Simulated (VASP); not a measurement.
# PtSe2: relaxation of the atoms with PBE+D3(BJ)

The system is PtSe2, a slab with vacuum.

```
Se Pt
1.0
     3.78100    0.00000    0.00000
    -1.89050    3.27445    0.00000
     0.00000    0.00000   31.12162
Se Pt
2 1
Direct
  0.66667 0.33333 0.45743
  0.33333 0.66667 0.54257
  0.00000 0.00000 0.50000
```

This cell differs from its parent crystal: biaxial strain +0.020.

* Program: VASP 6.6.1
* Task: relaxation of the atoms
* Functional: PBE
* Dispersion: D3(BJ)
* Potentials or basis: VASP PAW PBE potentials, release 64 (Se, Pt)
* Cutoff: 520 eV
* k mesh: 12 × 12 × 1
* Occupations: gaussian, width 0.02 eV
* Spin: no spin polarisation
* Dipole correction: yes
* Further INCAR settings: ALGO = Normal; EDIFF = 1e-06; IBRION = 2; EDIFFG = -0.01; NSW = 60

```
Energy gained by relaxing    : 6.2 meV/atom
Ionic steps                  : 3
Largest force after relaxing : 0.003 eV/Å
Band gap on the k mesh       : 1.35 eV (least direct gap 1.48 eV)
Dispersion energy per atom   : -0.288 eV
```

Forces in eV/Å, atoms in the order of the input:
```
Se   0.000  0.000  0.003
Se   0.000  0.000 -0.003
Pt   0.000  0.000  0.000
```

Step by step:
```csv
step,energy change (eV),largest force (eV/Å),pressure (GPa)
1,0.0000,0.4461,-0.80
2,-0.0143,0.2170,-0.59
3,-0.0186,0.0034,-0.39
```

Final structure:
```
Se Pt
1.0
     3.78100    0.00000    0.00000
    -1.89050    3.27445    0.00000
     0.00000    0.00000   31.12162
Se Pt
2 1
Direct
  0.66667 0.33333 0.45875
  0.33333 0.66667 0.54125
  0.00000 0.00000 0.50000
```

Levels at points of the mesh, in eV from the valence-band top:
| k point | band 7 | band 8 | band 9 | band 10 | band 11 | band 12 | band 13 | band 14 | band 15 |
| --- | --- | --- | --- | --- | --- | --- | --- | --- | --- |
| (0.00, 0.00, 0.00) | -2.78 | -1.14 | -0.51 | -0.08 | -0.08 | 2.90 | 2.90 | 4.48 | 5.25 |
| (0.50, 0.00, 0.00) | -2.31 | -2.25 | -1.93 | -1.90 | -1.28 | 2.30 | 2.69 | 4.71 | 6.22 |

Wall time 7.8 min on 1 thread of Oxide Virtual Turin-like Processor (shared host), peak memory 0.53 GiB.

Caveat: the cell differs from its parent crystal (biaxial strain +0.020); spin-orbit coupling is left out, which moves the levels of the heavy elements.
